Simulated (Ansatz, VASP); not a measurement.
Mg2Sn: VASP beside Ansatz

```
Mg Sn
1.0
     0.00000    3.37950    3.37950
     3.37950    0.00000    3.37950
     3.37950    3.37950    0.00000
Mg Sn
2 1
Direct
  0.25000 0.25000 0.25000
  0.75000 0.75000 0.75000
  0.00000 0.00000 0.00000
```

Alike in both runs: task single point; functional r2SCAN; k mesh 10 × 10 × 10; occupations gaussian, width 0.05 eV; no spin polarisation.

|  | VASP | Ansatz |
| --- | --- | --- |
| version | VASP 6.6.1 | Ansatz 0.2.0 |
| potentials or method | VASP PAW PBE potentials, release 64 (Mg, Sn_d), cutoff 660 eV | scalar-relativistic, plane waves, PAW |
| valence electrons in the cell | 18 | 34 |

```tsv
	VASP	Ansatz	Ansatz less VASP
gap on the k mesh at the Fermi level (eV)	0.18	0.20	+0.022
least direct gap on the mesh (eV)	2.00	2.02	+0.017
pressure (GPa)	-0.1	0.0	+0.18
```

VASP's potentials were made for PBE, not for r2SCAN. VASP's potentials hold 18 valence electrons a cell and Ansatz's 34, so a difference there can come from the potentials and not from the codes.
